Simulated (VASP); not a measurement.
# SnSe2 in VASP: single point with PBEsol

Aim: the single point of SnSe2 with PBEsol.

Program: VASP 6.6.1. These are calculated values, not measurements. Logs are shortened: lines on timing, memory, paths and dates and some standing lists are left out, and cuts for length are marked.

## 1. The cell of the first run

The cell holds a slab with vacuum, 12 atoms: a = 3.819 Å, b = 6.146 Å, c = 27.127 Å, α = 90.00°, β = 90.00°, γ = 90.00°.

## 2. Single point, PBEsol

The input, INCAR:

```
ALGO = Normal
DIPOL = 0.5 0.5 0.500
EDIFF = 1E-7
ENCUT = 520
GGA = PS
IDIPOL = 3
ISIF = 2
ISMEAR = 0
LASPH = T
LCHARG = T
LDIPOL = T
LELF = T
LREAL = F
LVACPOTAV = T
LVHAR = T
LWAVE = F
NBANDS = 64
NELM = 80
PREC = Accurate
SIGMA = 0.05
```

The input, KPOINTS:

```
k-points
0
Gamma
  9 6 1
```

The input, POSCAR:

```
SnSe2
1.0
    3.8189235646      0.0000000000      0.0000000000
    0.0000000000      6.1455711382      0.0000000000
    0.0000000000      0.0000000000     27.1267110141
Sn Se
4 8
Direct
    0.5000000000      0.0000000000      0.2764802558
    0.0000000000      0.0000000000      0.3984001163
    0.5000000000      0.0000000000      0.5203199767
    0.0000000000      0.0000000000      0.6422398372
    0.0000000000      0.7419283954      0.3171202093
    0.5000000000      0.2580716046      0.3577601628
    0.5000000000      0.7419283954      0.4390400698
    0.0000000000      0.2580716046      0.4796800233
    0.0000000000      0.7419283954      0.5609599302
    0.5000000000      0.2580716046      0.6015998837
    0.5000000000      0.7419283954      0.6828797907
    0.0000000000      0.2580716046      0.7235197442
```

Potentials or basis: VASP PAW PBE potentials, release 64 (Sn_d, Se).

On the command line:

```console
$ cat potpaw_PBE.64/Sn_d/POTCAR potpaw_PBE.64/Se/POTCAR > POTCAR
$ mpirun -np 1 vasp_std > vasp.out
```

OUTCAR:

```text
EDIFF = 1E-7
   ENCUT = 520
   GGA = PS
   ISIF = 2
   ISMEAR = 0
   LASPH = T
   LREAL = F
   NELM = 80
   PREC = Accurate

 ion  position               nearest neighbor table
   1  0.500  0.000  0.276-   5 2.72   5 2.72   6 2.72
   2  0.000  0.000  0.398-   7 2.72   7 2.72   6 2.72   6 2.72   8 2.72   5 2.72
   3  0.500  0.000  0.520-   7 2.72   8 2.72   8 2.72   9 2.72   9 2.72  10 2.72
   4  0.000  0.000  0.642-  11 2.72  11 2.72  10 2.72  10 2.72  12 2.72   9 2.72
   5  0.000  0.742  0.317-   1 2.72   1 2.72   2 2.72
   6  0.500  0.258  0.358-   2 2.72   2 2.72   1 2.72
   7  0.500  0.742  0.439-   3 2.72   2 2.72   2 2.72
   8  0.000  0.258  0.480-   3 2.72   3 2.72   2 2.72
   9  0.000  0.742  0.561-   3 2.72   3 2.72   4 2.72
  10  0.500  0.258  0.602-   4 2.72   4 2.72   3 2.72
  11  0.500  0.742  0.683-   4 2.72   4 2.72
  12  0.000  0.258  0.724-   4 2.72

  LATTYP: Found a simple orthorhombic cell.
 ALAT       =     3.8189235646
 B/A-ratio  =     1.6092417233
 C/A-ratio  =     7.1032348659

  Lattice vectors:

 A1 = (   3.8189235646,   0.0000000000,   0.0000000000)
 A2 = (   0.0000000000,   6.1455711382,   0.0000000000)
 A3 = (   0.0000000000,   0.0000000000,  27.1267110141)

Analysis of symmetry for initial positions (statically):
=====================================================================
 Subroutine PRICEL returns:
 Original cell was already a primitive cell.

 Routine SETGRP: Setting up the symmetry group for a
 simple orthorhombic supercell.

 Subroutine GETGRP returns: Found  2 space group operations
 (whereof  2 operations were pure point group operations)
 out of a pool of  8 trial point group operations.

The static configuration has the point symmetry C_1h.

Analysis of symmetry for dynamics (positions and initial velocities):
=====================================================================
 Subroutine PRICEL returns:
 Original cell was already a primitive cell.

 Routine SETGRP: Setting up the symmetry group for a
 simple orthorhombic supercell.

 Subroutine GETGRP returns: Found  2 space group operations
 (whereof  2 operations were pure point group operations)
 out of a pool of  8 trial point group operations.

The dynamic configuration has the point symmetry C_1h.

 Subroutine INISYM returns: Found  2 space group operations
 (whereof  2 operations are pure point group operations),
[... 125 lines left out ...]
   EFERMI =   0.00;   METHOD = LEGACY
   ISMEAR =     0;   SIGMA  =   0.05  broadening in eV -4-tet -1-fermi 0-gaus
   EFERMI_NEDOS =   21; number of points for ismear=-14 and -15
   IALGO  =     38    algorithm
   IMIX   =      4    mixing-type and parameters
     AMIX     =   0.40;   BMIX     =  1.00
     AMIX_MAG =   1.60;   BMIX_MAG =  1.00
  volume/ion in A,a.u.               =      53.05       358.03
  Fermi-wavevector in a.u.,A,eV,Ry     =   0.894923  1.691160 10.896739  0.800888
  Thomas-Fermi vector in A             =   2.017190
   LORBIT       =      0    0 simple, 1 ext, 2 COOP (PROOUT), +10 PAW based schemes
   GGA     = PS    functional components
   LHFCALC =     F    Hartree Fock is set to
   AEXX    =    0.0000 exact exchange contribution
   IVDW    =     0    specifies the selected vdW correction
   LEPSILON=     F    determine dielectric tensor
   LRPA    =     F    only Hartree local field effects (RPA)
 non-spin polarized calculation
 Gauss-broadening in eV      SIGMA  =   0.05
  energy-cutoff  :      520.00
  volume of cell :      636.65
 maximum number of plane-waves:     17196
   NGX = 15   NGY = 23   NGZ =101

 dipolmoment           0.000000      0.000000     -0.147346 electrons x Angstroem

 number of electron     104.0000013 magnetization

 dipolmoment           0.000000      0.000000      0.178462 electrons x Angstroem

 Free energy of the ion-electron system (eV)
  ---------------------------------------------------
  ext. energy  EPLUGINS =         0.00000000
  ---------------------------------------------------
  free energy    TOTEN  =       -49.18901028 eV

  energy without entropy =      -49.17956236  energy(sigma->0) =      -49.18428632

 E-fermi :  -0.9234     XC(G=0):  -5.2952

 val. band max:       -0.9286932319   @ k =   0.2222   0.0000   0.0000
 cond. band min:      -0.9175994226   @ k =   0.0000   0.3333   0.0000
 fundamental gap:      0.0110938092
 Fermi energy:        -0.9233916215

 k-point     1 :       0.0000    0.0000    0.0000
  band No.  band energies     occupation
      1     -22.1950      2.00000
      2     -22.1482      2.00000
      3     -22.1289      2.00000
      4     -22.1131      2.00000
      5     -22.1116      2.00000
      6     -22.0911      2.00000
[... 1329 lines left out ...]
     63       3.9973      0.00000
     64       4.0728      0.00000

------------------------ aborting loop because EDIFF is reached ----------------------------------------

  FORCE on cell =-STRESS in cart. coord.  units (eV):
  Direction    XX          YY          ZZ          XY          YZ          ZX
  --------------------------------------------------------------------------------------
  -------------------------------------------------------------------------------------
  Total       -2.9674763     -3.6093798     -0.6149080      0.0000000     -0.4982213      0.0000000
  in kB       -7.4678825     -9.0832823     -1.5474632      0.0000000     -1.2538123      0.0000000
  external PRESSURE =      -6.0328760 kB  Pullay stress =       0.0000000 kB

 VOLUME and BASIS-vectors are now :
 -----------------------------------------------------------------------------
  energy-cutoff  :      520.00
  volume of cell :      636.65
      direct lattice vectors                 reciprocal lattice vectors
     3.818923565  0.000000000  0.000000000     0.261853892  0.000000000  0.000000000
     0.000000000  6.145571138  0.000000000     0.000000000  0.162718806  0.000000000
     0.000000000  0.000000000 27.126711014     0.000000000  0.000000000  0.036864034

 POSITION                                       TOTAL-FORCE (eV/Angst)
 -----------------------------------------------------------------------------------
      1.90946      0.00000      7.50000         0.000000     -0.062263     -0.014315
      0.00000      0.00000     10.80728         0.000000      0.009876      0.179968
      1.90946      0.00000     14.11457         0.000000      0.013672      0.081943
      0.00000      0.00000     17.42185         0.000000      0.015015      0.715492
      0.00000      4.55957      8.60243         0.000000      0.076925     -0.106964
      1.90946      1.58600      9.70486         0.000000     -0.039146      0.014945
      1.90946      4.55957     11.90971         0.000000      0.005953     -0.045895
      0.00000      1.58600     13.01214         0.000000      0.047519     -0.098992
      0.00000      4.55957     15.21700         0.000000     -0.063337     -0.089084
      1.90946      1.58600     16.31943         0.000000      0.098878     -0.183883
      1.90946      4.55957     18.52428         0.000000      0.169807      0.154734
      0.00000      1.58600     19.62671         0.000000     -0.272897     -0.607950
 -----------------------------------------------------------------------------------
    total drift:                                0.000000      0.000038      0.000664

  FREE ENERGIE OF THE ION-ELECTRON SYSTEM (eV)
  ---------------------------------------------------
  free  energy   TOTEN  =       -49.1890102835 eV

  energy  without entropy=      -49.1795623575  energy(sigma->0) =      -49.18428632

 vacuum level on the upper side and lower side of the slab         5.399         4.023
```

stdout:

```text
POSCAR found type information on POSCAR SnSe
 POSCAR found :  2 types and      12 ions
 scaLAPACK will be used
 -----------------------------------------------------------------------------
[... 23 lines left out ...]
|     Did not find any points to average over, which means that no vacuum     |
|     field-free region was found. Please increase the size of  your cell     |
|     in the dimension of the dipole correction to obtain accurate            |
|     workfunction values.                                                    |
|                                                                             |
 -----------------------------------------------------------------------------
```

Wall time 33 min (1 thread of Intel Xeon Platinum 8488C (Sapphire Rapids), shared host); peak memory 0.95 GiB.

What came out:

* Free energy: -49.1890 eV
* Largest force: 0.716 eV/Å
* Band gap on the k mesh: zero (bands 52 and 53 overlap by 0.51 eV)

Forces on the atoms (eV/Å):
```
Sn   0.000 -0.062 -0.014
Sn   0.000  0.010  0.180
Sn   0.000  0.014  0.082
Sn   0.000  0.015  0.715
Se   0.000  0.077 -0.107
Se   0.000 -0.039  0.015
Se   0.000  0.006 -0.046
Se   0.000  0.048 -0.099
Se   0.000 -0.063 -0.089
Se   0.000  0.099 -0.184
Se   0.000  0.170  0.155
Se   0.000 -0.273 -0.608
```

Caveat: the PAW data sets were made with another functional, which shifts forces and pressure a little; spin-orbit coupling is left out, which moves the levels of the heavy elements.
